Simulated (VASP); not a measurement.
Write the native input for VASP 6.6.1 that does the following.

```yaml
Task: density of states
Functional: PBEsol
Potentials_or_basis: VASP PAW PBE potentials, release 64 (Bi_d)
Cutoff: 520 eV
k_mesh: 12 × 12 × 12
Occupations: fermi-dirac, width 0.05 eV
Spin: no spin polarisation
Dipole_correction: no
k_mesh_for_the_DOS: 18 × 18 × 18
Occupations_for_the_DOS: tetrahedron
Further_INCAR_settings: ALGO = Normal; EDIFF = 1e-06; NBANDS = 14
```

The system is Bi.

```
Bi
1.0
     3.11249    0.00000    0.00000
     0.00000    3.11249    0.00000
     0.00000    0.00000    3.11249
Bi
1
Direct
  0.00000 0.00000 0.00000
```

This cell differs from its parent crystal: volume scaled by 0.9.

These files were run (other wordings do the same):

POSCAR

```
Bi
1.0
    3.1124927545      0.0000000000      0.0000000000
    0.0000000000      3.1124927545      0.0000000000
    0.0000000000      0.0000000000      3.1124927545
Bi
1
Direct
    0.0000000000      0.0000000000      0.0000000000
```

INCAR.step1

```
PREC = Accurate ; ENCUT = 520
EDIFF = 1E-6 ; ISMEAR = -1
SIGMA = 0.05 ; LREAL = False
LASPH = True ; NELM = 80
ALGO = Normal ; ISIF = 2
LWAVE = False ; LCHARG = True
GGA = PS ; NBANDS = 14
```

KPOINTS.step1

```
Automatic mesh
0
Gamma
  12 12 12
```

INCAR.step2

```
PREC = Accurate ; ENCUT = 520
EDIFF = 1E-6 ; ISMEAR = -5
SIGMA = 0.05 ; LREAL = False
LASPH = True ; NELM = 80
ALGO = Normal ; ISIF = 2
LWAVE = False ; LCHARG = False
GGA = PS ; LORBIT = 11
NBANDS = 14 ; NEDOS = 1001
ICHARG = 11
```

KPOINTS.step2

```
Automatic mesh
0
Gamma
  18 18 18
```

Potentials or basis: VASP PAW PBE potentials, release 64 (Bi_d).

Command:

```bash
$ cat potpaw_PBE.64/Bi_d/POTCAR > POTCAR
$ cp INCAR.step1 INCAR
$ cp KPOINTS.step1 KPOINTS
$ mpirun -np 1 vasp_std > vasp.out
$ cp INCAR.step2 INCAR
$ cp KPOINTS.step2 KPOINTS
$ mpirun -np 1 vasp_std > vasp.out
```

Results of the run:

* Valence electrons inside the program's atomic spheres: Bi 12.86

Caveat: spin-orbit coupling is left out, which moves the levels of the heavy elements.

It took 25 s on 1 thread of Intel(R) Xeon(R) 6975P-C (Granite Rapids) (shared host), peak memory 0.19 GiB.
